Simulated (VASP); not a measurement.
V:

```xyz
1
Lattice="-1.5042 1.5042 1.5042 1.5042 -1.5042 1.5042 1.5042 1.5042 -1.5042" Properties=species:S:1:pos:R:3 pbc="T T T"
V     0.0000    0.0000    0.0000
```

This cell differs from its parent crystal: volume scaled by 0.98.

Program: VASP 6.6.1. Alike in all runs: task single point; spin collinear, ferromagnetic start; cell as given; k mesh 12 × 12 × 12; cutoff (eV) 520; smearing fermi-dirac 0.05 eV.

Question: Order these runs on this cell by their pressure, lowest first.
A. level LDA; potentials or basis VASP PAW LDA potentials, release 64 (V_sv)
B. level PBEsol+D4; potentials or basis VASP PAW PBE potentials, release 64 (V_sv)
C. level PBEsol; potentials or basis VASP PAW PBE potentials, release 64 (V_sv)
D. level r2SCAN; potentials or basis VASP PAW PBE potentials, release 64 (V_sv)
E. level PBE; potentials or basis VASP PAW PBE potentials, release 64 (V_sv)

Answer: A (-14.5 GPa), B (-10.8 GPa), C (-8.7 GPa), D (-4.1 GPa), E (-1.8 GPa).

Caveats: the PAW data sets were made with another functional, which shifts forces and pressure a little (some runs); pairwise dispersion overbinds metals, which lowers pressure and volume (some runs).
